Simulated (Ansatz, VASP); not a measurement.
**Two plane-wave programs on CdS**

```
Cd S
1.0
    -1.94982    3.37224   -0.05346
     0.03742   -0.08692    6.46231
     5.81057    3.34940   -0.01013
Cd S
4 4
Direct
  0.49938 0.00022 0.50029
  0.99989 0.99991 0.00013
  0.00034 0.49995 0.99990
  0.49998 0.50019 0.49973
  0.50033 0.24990 0.16752
  0.99981 0.24996 0.66754
  0.00020 0.74998 0.33246
  0.50005 0.74989 0.83244
```

Change from the starting cell: cell x2, atoms moved at random (sigma 0.05 Å) and cell strained at random (1.5 %), then relaxed without symmetry.

Alike in both runs: functional PBE; k mesh 4 × 2 × 2; occupations gaussian, width 0.1 eV; no spin polarisation.

Ansatz relaxed the structure, and its values are those at the end. VASP's run is a single point on that final structure, the one shown.

|  | VASP | Ansatz |
| --- | --- | --- |
| version | VASP 6.6.1 | Ansatz 0.2.0 |
| potentials or method | VASP PAW PBE potentials, release 64 (Cd, S), cutoff 520 eV | scalar-relativistic, plane waves, PAW |
| valence electrons in the cell | 72 | 104 |

```csv
,VASP,Ansatz,Ansatz less VASP
gap on the k mesh at the Fermi level (eV),0.53,0.53,+0.005
least direct gap on the mesh (eV),0.53,0.53,+0.005
pressure (GPa),0.4,0.0,-0.37
```

VASP's potentials hold 72 valence electrons a cell and Ansatz's 104, so a difference there can come from the potentials and not from the codes.

The k mesh is coarse, so the values compare programs but aren't converged.
